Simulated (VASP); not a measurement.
Here is a VASP 6.6.1 calculation.

File INCAR:

```
PREC     = Accurate       # precision mode
ENCUT    = 520            # plane-wave cutoff, eV
EDIFF    = 1E-6           # SCF threshold, eV
ISMEAR   = 0              # smearing method
SIGMA    = 0.1            # smearing width, eV
LREAL    = False          # projectors in reciprocal space
LASPH    = True           # aspherical terms in the spheres
NELM     = 100            # most SCF steps
ALGO     = Normal         # electronic algorithm
ISIF     = 2              # what is computed and relaxed
LWAVE    = False          # write WAVECAR
LCHARG   = False          # write CHGCAR
GGA      = PS             # functional
NBANDS   = 22             # bands
```

File KPOINTS:

```
regular mesh
0
Gamma
  10 10 10
```

POSCAR

```
InP3
1.0
    4.3332725646      0.0000000000      0.0000000000
    0.0000000000      4.3332725646      0.0000000000
    0.0000000000      0.0000000000      4.3332725646
In P
1 3
Direct
    0.0000000000      0.0000000000      0.0000000000
    0.5000000000      0.0000000000      0.5000000000
    0.0000000000      0.5000000000      0.5000000000
    0.5000000000      0.5000000000      0.0000000000
```

Potentials or basis: VASP PAW PBE potentials, release 64 (In_d, P).

Command:

```bash
$ cat potpaw_PBE.64/In_d/POTCAR potpaw_PBE.64/P/POTCAR > POTCAR
$ mpirun -np 1 vasp_std > vasp.out
```

What does it give for the band gap on the k mesh?

Zero (band 14 reaches 9.55 eV, above the bottom of band 15 at 5.47 eV).

Estimate the pressure.

-10.3 GPa.

Caveat: the cell differs from its parent crystal (Sb replaced by P, lengths x 0.897, strained); the PAW data sets were made with another functional, which shifts forces and pressure a little; spin-orbit coupling is left out, which moves the levels of the heavy elements.
